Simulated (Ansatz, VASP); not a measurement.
# Two plane-wave programs on Ni

The input INCAR:

```
SYSTEM = Ni
PREC = Accurate
ENCUT = 520
EDIFF = 1E-6
ISMEAR = -1
SIGMA = 0.05
LREAL = .FALSE.
LASPH = .TRUE.
NELM = 150
ALGO = Normal
ISIF = 2
LWAVE = .FALSE.
LCHARG = .FALSE.
ISPIN = 2
MAGMOM = 0.623 0.671 0.671
LORBIT = 11
LMAXMIX = 4
GGA = PS
NBANDS = 26
```

Contents of KPOINTS:

```
regular mesh
0
G
  10 10 15
  0 0 0
```

File POSCAR:

```
Ni
1.0
    4.0298245752      0.0000000000      0.0000000000
   -2.0149122876      3.4899304549      0.0000000000
    0.0000000000      0.0000000000      2.4404464303
Ni
3
Direct
    1.0000000000      1.0000000000      0.0000000000
    0.3333333333      0.6666666667      0.5000000000
    0.6666666667      0.3333333333      0.5000000000
```

Input for Ansatz:

```yaml
crystal:
  lattice:
    - [4.0298245752, 0.0, 0.0]
    - [-2.0149122876, 3.4899304549, 0.0]
    - [0.0, 0.0, 2.4404464303]
  atoms:
    - { symbol: Ni, position: [1.0, 1.0, 0.0], spin: 0.623 }
    - { symbol: Ni, position: [0.3333333333, 0.6666666667, 0.5], spin: 0.671 }
    - { symbol: Ni, position: [0.6666666667, 0.3333333333, 0.5], spin: 0.671 }
hamiltonian:
  xc: pbesol
  pseudopotentials:
    kind: paw
    azcp:
      Ni: "pseudopotentials/Ni.paw.azcp"
basis:
  ecutwfc: 420
  fft_grid_basis: typed
kpoints:
  mp_grid: { grid: [10, 10, 15], shift: [0, 0, 0] }
magnetization:
  spin_polarized: true
scf:
  occupations: { method: fermi_dirac, width: 0.05 }
  lower_state_search: "off"
output:
  stress: true
```

Alike in both runs: task single point; functional PBEsol; k mesh 10 × 10 × 15; occupations fermi-dirac, width 0.05 eV; collinear spin.

```csv
,VASP,Ansatz
version,VASP 6.6.1,Ansatz 0.2.0
potentials or method,"VASP PAW PBE potentials, release 64 (Ni), cutoff 520 eV","plane waves (420 eV) with PAW, scalar-relativistic"
valence electrons in the cell,30,54
```

|  | VASP | Ansatz | Ansatz less VASP |
| --- | --- | --- | --- |
| pressure (GPa) | -13.9 | -14.0 | -0.11 |
| traceless stress, the component that is largest in VASP (GPa) | 0.39 | 0.45 | +0.055 |
| net moment per atom (μB) | 0.64 | 0.65 | +0.014 |
| size of the moment on the site where the two differ most (μB) | 0.66 | 0.70 | +0.042 |

VASP's potentials were made for PBE, not for PBEsol, and Ansatz warns of the same on its side. Site moments also hang on the region over which each program counts them. The functional is the same, so the differences come from potentials, cutoffs and numerics. VASP's potentials hold 30 valence electrons a cell and Ansatz's 54, so a difference there can come from the potentials and not from the codes.
